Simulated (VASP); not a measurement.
# TiC (Fm-3m) in VASP: single point with PBE

Aim: the single point of TiC with PBE.

All numbers are computed with VASP 6.6.1; they aren't measurements. Logs are shortened: lines on timing, memory, paths and dates and some standing lists are left out, and cuts for length are marked.

### Step 1. The cell of the first run

The structure is cubic, space group Fm-3m (No. 225). Conventional cell: a = 4.331 Å, b = 4.331 Å, c = 4.331 Å, α = 90.00°, β = 90.00°, γ = 90.00°. Within 2.9 Å of Ti (site symmetry m-3m) lie 6 C at 2.17 Å. Within 2.9 Å of C (site symmetry m-3m) lie 6 Ti at 2.17 Å.

### Step 2. Single point, PBE

The input, INCAR:

```
SYSTEM = TiC
PREC = Accurate
ENCUT = 600
EDIFF = 1E-6
ISMEAR = -1
SIGMA = 0.05
LREAL = .False.
LASPH = .True.
NELM = 120
ALGO = Normal
ISIF = 2
LWAVE = .False.
LCHARG = .True.
GGA = PE
LELF = .True.
LVHAR = .True.
NBANDS = 15
GGA_COMPAT = .False.
```

The input, KPOINTS:

```
regular mesh
0
Gamma
  12 12 12
  0 0 0
```

The input, POSCAR:

```
TiC
1.0
    0.0000000000      2.1657188437      2.1657188437
    2.1657188437      0.0000000000      2.1657188437
    2.1657188437      2.1657188437      0.0000000000
Ti C
1 1
Direct
    0.0000000000      0.0000000000      0.0000000000
    0.5000000000      0.5000000000      0.5000000000
```

Potentials or basis: VASP PAW PBE potentials, release 64 (Ti_sv, C).

Command:

```console
$ cat potpaw_PBE.64/Ti_sv/POTCAR potpaw_PBE.64/C/POTCAR > POTCAR
$ mpirun -np 1 vasp_std > vasp.out
```

OUTCAR:

```text
SYSTEM = TiC
   PREC = Accurate
   ENCUT = 600
   EDIFF = 1E-6
   ISMEAR = -1
   LREAL = .False.
   LASPH = .True.
   NELM = 120
   ISIF = 2
   GGA = PE

 ion  position               nearest neighbor table
   1  0.000  0.000  0.000-   2 2.17   2 2.17   2 2.17   2 2.17   2 2.17   2 2.17
   2  0.500  0.500  0.500-   1 2.17   1 2.17   1 2.17   1 2.17   1 2.17   1 2.17

  LATTYP: Found a face centered cubic cell.
 ALAT       =     4.3314376874

  Lattice vectors:

 A1 = (   0.0000000000,   2.1657188437,   2.1657188437)
 A2 = (   2.1657188437,   0.0000000000,   2.1657188437)
 A3 = (   2.1657188437,   2.1657188437,   0.0000000000)

Analysis of symmetry for initial positions (statically):
=====================================================================
 Subroutine PRICEL returns:
 Original cell was already a primitive cell.

 Routine SETGRP: Setting up the symmetry group for a
 face centered cubic supercell.

 Subroutine GETGRP returns: Found 48 space group operations
 (whereof 48 operations were pure point group operations)
 out of a pool of 48 trial point group operations.

The static configuration has the point symmetry O_h .

Analysis of symmetry for dynamics (positions and initial velocities):
=====================================================================
 Subroutine PRICEL returns:
 Original cell was already a primitive cell.

 Routine SETGRP: Setting up the symmetry group for a
 face centered cubic supercell.

 Subroutine GETGRP returns: Found 48 space group operations
 (whereof 48 operations were pure point group operations)
 out of a pool of 48 trial point group operations.

The dynamic configuration has the point symmetry O_h .

 Subroutine INISYM returns: Found 48 space group operations
 (whereof 48 operations are pure point group operations),
 and found     1 'primitive' translations

----------------------------------------------------------------------------------------

                                     Primitive cell

  volume of cell :      20.3159

  direct lattice vectors                    reciprocal lattice vectors
     0.000000000  2.165718844  2.165718844    -0.230870227  0.230870227  0.230870227
     2.165718844  0.000000000  2.165718844     0.230870227 -0.230870227  0.230870227
     2.165718844  2.165718844  0.000000000     0.230870227  0.230870227 -0.230870227

  length of vectors
     3.062788961  3.062788961  3.062788961     0.399878962  0.399878962  0.399878962

  position of ions in fractional coordinates (direct lattice)
     0.000000000  0.000000000  0.000000000
     0.500000000  0.500000000  0.500000000

  ion indices of the primitive-cell ions
   primitive index   ion index
                 1           1
                 2           2

----------------------------------------------------------------------------------------

 KPOINTS: regular mesh

Automatic generation of k-mesh.
 Grid dimensions read from file:
 generate k-points for:   12   12   12

 Generating k-lattice:

  Cartesian coordinates                     Fractional coordinates (reciprocal lattice)
    -0.019239186  0.019239186  0.019239186     0.083333333  0.000000000  0.000000000
     0.019239186 -0.019239186  0.019239186     0.000000000  0.083333333  0.000000000
     0.019239186  0.019239186 -0.019239186     0.000000000  0.000000000  0.083333333

  Length of vectors
     0.033323247  0.033323247  0.033323247

  Shift w.r.t. Gamma in fractional coordinates (k-lattice)
     0.000000000  0.000000000  0.000000000

 Subroutine IBZKPT returns following result:
 ===========================================

 Found     72 irreducible k-points:

 Following reciprocal coordinates:
            Coordinates               Weight
  0.000000  0.000000  0.000000      1.000000
  0.083333  0.000000  0.000000      8.000000
  0.166667  0.000000  0.000000      8.000000
  0.250000  0.000000  0.000000      8.000000
  0.333333  0.000000  0.000000      8.000000
  0.416667  0.000000  0.000000      8.000000
[... 16 lines left out ...]
  0.500000  0.166667  0.000000     24.000000
 -0.416667  0.166667  0.000000     24.000000
 [... further k-points ...]
   k-points           NKPTS =     72   k-points in BZ     NKDIM =     72   number of bands    NBANDS=     15
   number of dos      NEDOS =    301   number of ions     NIONS =      2
   total plane-waves  NPLWV =  13824
   dimension x,y,z NGX =    24 NGY =   24 NGZ =   24
   dimension x,y,z NGXF=    48 NGYF=   48 NGZF=   48
   ions per type =               1   1
   NGX,Y,Z   is equivalent  to a cutoff of  13.03, 13.03, 13.03 a.u.
   NGXF,Y,Z  is equivalent  to a cutoff of  26.05, 26.05, 26.05 a.u.
 SYSTEM =  TiC
   PREC   = accura    normal or accurate (medium, high low for compatibility)
   ISTART =      0    job   : 0-new  1-cont  2-samecut
   ICHARG =      2    charge: 1-file 2-atom 10-const
   ISPIN  =      1    spin polarized calculation?
   LNONCOLLINEAR =      F non collinear calculations
   LSORBIT =      F    spin-orbit coupling
   LASPH  =      T    aspherical Exc in radial PAW
   ENCUT  =  600.0 eV  44.10 Ry    6.64 a.u.   6.12  6.12  6.12*2*pi/ulx,y,z
   NELM   =    120;   NELMIN=  2; NELMDL= -5     # of ELM steps
   EDIFF  = 0.1E-05   stopping-criterion for ELM
   LREAL  =      F    real-space projection
   EDIFFG = 0.1E-04   stopping-criterion for IOM
   NSW    =      0    number of steps for IOM
   IBRION =     -1    ionic relax: 0-MD 1-quasi-New 2-CG
   NFREE  =      0    steps in history (QN), initial steepest desc. (CG)
   ISIF   =      2    stress and relaxation
   ISYM   =      2    0-nonsym 1-usesym 2-fastsym
   POTIM  = 0.5000    time-step for ionic-motion
   TEBEG  =    0.0;   TEEND  =   0.0 temperature during run
   PSTRESS=    0.0 pullay stress
   NELECT =      16.0000    total number of electrons
   NUPDOWN=      -1.0000    fix difference up-down
   EMIN   =  10.00;   EMAX   =-10.00  energy-range for DOS
   EFERMI =   0.00;   METHOD = LEGACY
   ISMEAR =    -1;   SIGMA  =   0.05  broadening in eV -4-tet -1-fermi 0-gaus
   EFERMI_NEDOS =   21; number of points for ismear=-14 and -15
   IALGO  =     38    algorithm
   IMIX   =      4    mixing-type and parameters
     AMIX     =   0.40;   BMIX     =  1.00
     AMIX_MAG =   1.60;   BMIX_MAG =  1.00
  volume/ion in A,a.u.               =      10.16        68.55
  Fermi-wavevector in a.u.,A,eV,Ry     =   1.511829  2.856943 31.097854  2.285628
  Thomas-Fermi vector in A             =   2.621834
   LORBIT       =      0    0 simple, 1 ext, 2 COOP (PROOUT), +10 PAW based schemes
   GGA     = PE    functional components
   LHFCALC =     F    Hartree Fock is set to
   AEXX    =    0.0000 exact exchange contribution
   IVDW    =     0    specifies the selected vdW correction
   LEPSILON=     F    determine dielectric tensor
   LRPA    =     F    only Hartree local field effects (RPA)
 non-spin polarized calculation
  energy-cutoff  :      600.00
  volume of cell :       20.32
 maximum number of plane-waves:       700
   NGX = 13   NGY = 13   NGZ = 13

 number of electron      16.0000000 magnetization

 Free energy of the ion-electron system (eV)
  ---------------------------------------------------
  ext. energy  EPLUGINS =         0.00000000
  ---------------------------------------------------
  free energy    TOTEN  =       -18.71125351 eV

  energy without entropy =      -18.70882233  energy(sigma->0) =      -18.71003792

 E-fermi :   9.4489     XC(G=0): -12.6977

 val. band max:        9.4168255793   @ k =   0.1667   0.1667   0.0000
 cond. band min:       9.5192438219   @ k =   0.4167   0.3333   0.0000
 fundamental gap:      0.1024182426
 Fermi energy:         9.4489188771

 k-point     1 :       0.0000    0.0000    0.0000
  band No.  band energies     occupation
      1     -47.1782      2.00000
      2     -23.2027      2.00000
      3     -23.2027      2.00000
      4     -23.2027      2.00000
      5      -2.9838      2.00000
      6      10.1049      0.00000
      7      10.1049      0.00000
      8      10.1049      0.00000
      9      11.0899      0.00000
     10      11.0899      0.00000
     11      11.0899      0.00000
     12      11.1239      0.00000
     13      11.1239      0.00000
     14      19.8951      0.00000
     15      23.4446      0.00000

 k-point     2 :       0.0833    0.0000    0.0000
  band No.  band energies     occupation
      1     -47.1733      2.00000
      2     -23.2371      2.00000
      3     -23.2060      2.00000
      4     -23.2060      2.00000
      5      -2.8275      2.00000
      6       9.3951      1.49124
      7       9.6619      0.02785
      8       9.6619      0.02785
      9      10.4209      0.00000
     10      10.4210      0.00000
     11      11.4431      0.00000
     12      12.4634      0.00000
     13      12.4634      0.00000
     14      20.1703      0.00000
     15      23.4964      0.00000

 k-point     3 :       0.1667    0.0000    0.0000
  band No.  band energies     occupation
      1     -47.1601      2.00000
      2     -23.3302      2.00000
      3     -23.2148      2.00000
      4     -23.2148      2.00000
      5      -2.3751      2.00000
      6       8.1072      2.00000
      7       8.6108      2.00000
      8       8.6108      2.00000
      9      10.6964      0.00000
     10      10.6964      0.00000
     11      11.8506      0.00000
     12      13.8847      0.00000
     13      13.8847      0.00000
     14      20.6904      0.00000
     15      23.4737      0.00000

 k-point     4 :       0.2500    0.0000    0.0000
  band No.  band energies     occupation
      1     -47.1419      2.00000
      2     -23.4552      2.00000
      3     -23.2268      2.00000
      4     -23.2268      2.00000
      5      -1.6765      2.00000
      6       6.6798      2.00000
      7       7.7189      2.00000
      8       7.7189      2.00000
      9      11.1749      0.00000
     10      11.1749      0.00000
     11      12.2383      0.00000
     12      15.2464      0.00000
     13      15.2464      0.00000
     14      20.4900      0.00000
     15      23.7932      0.00000
[... 307 lines left out ...]
 k-point    22 :       0.4167    0.1667    0.0000
  band No.  band energies     occupation
      1     -47.1088      2.00000
      2     -23.5897      2.00000
      3     -23.2993      2.00000
      4     -23.2841      2.00000
      5      -0.4517      2.00000
      6       5.0038      2.00000
      7       6.7550      2.00000
      8       7.4387      2.00000
      9      10.9417      0.00000
     10      12.3597      0.00000
     11      13.2063      0.00000
     12      15.2290      0.00000
     13      16.5978      0.00000
     14      20.5875      0.00000
     15      24.4244      0.00000

 k-point    23 :       0.5000    0.1667    0.0000
  band No.  band energies     occupation
      1     -47.0994      2.00000
      2     -23.6428      2.00000
      3     -23.3234      2.00000
      4     -23.2809      2.00000
      5       0.1232      2.00000
      6       4.3744      2.00000
      7       6.4650      2.00000
      8       6.9884      2.00000
      9      11.5992      0.00000
     10      12.4464      0.00000
     11      13.2993      0.00000
     12      16.2017      0.00000
     13      16.4973      0.00000
     14      19.8131      0.00000
     15      23.9463      0.00000

 k-point    24 :      -0.4167    0.1667    0.0000
  band No.  band energies     occupation
      1     -47.0982      2.00000
      2     -23.6477      2.00000
      3     -23.3403      2.00000
      4     -23.2688      2.00000
      5       0.2763      2.00000
      6       4.1985      2.00000
      7       6.4777      2.00000
      8       6.7585      2.00000
      9      12.1385      0.00000
     10      12.2078      0.00000
     11      13.2629      0.00000
     12      16.0306      0.00000
     13      17.0114      0.00000
     14      19.4707      0.00000
     15      23.7004      0.00000

 [... further k-points ...]
[... 5 lines left out ...]
  --------------------------------------------------------------------------------------
  -------------------------------------------------------------------------------------
  Total        0.0473525      0.0473525      0.0473525      0.0000000      0.0000000     -0.0000000
  in kB        3.7343664      3.7343664      3.7343664      0.0000000      0.0000000     -0.0000000
  external PRESSURE =       3.7343664 kB  Pullay stress =       0.0000000 kB

 VOLUME and BASIS-vectors are now :
 -----------------------------------------------------------------------------
  energy-cutoff  :      600.00
  volume of cell :       20.32
      direct lattice vectors                 reciprocal lattice vectors
     0.000000000  2.165718844  2.165718844    -0.230870227  0.230870227  0.230870227
     2.165718844  0.000000000  2.165718844     0.230870227 -0.230870227  0.230870227
     2.165718844  2.165718844  0.000000000     0.230870227  0.230870227 -0.230870227

 POSITION                                       TOTAL-FORCE (eV/Angst)
 -----------------------------------------------------------------------------------
      0.00000      0.00000      0.00000         0.000000      0.000000     -0.000000
      2.16572      2.16572      2.16572         0.000000      0.000000      0.000000
 -----------------------------------------------------------------------------------
    total drift:                                0.000000     -0.000000     -0.000000

  FREE ENERGIE OF THE ION-ELECTRON SYSTEM (eV)
  ---------------------------------------------------
  free  energy   TOTEN  =       -18.7112535076 eV

  energy  without entropy=      -18.7088223303  energy(sigma->0) =      -18.71003792
```

It took 18 s on 1 thread of Intel Xeon Platinum 8559C (Emerald Rapids), shared host; peak memory 0.16 GiB.

Results:

| Quantity | Value |
| --- | --- |
| Free energy | -18.7113 eV |
| Pressure | 0.4 GPa |
| Band gap on the k mesh | zero (bands 8 and 9 overlap by 1.10 eV) |
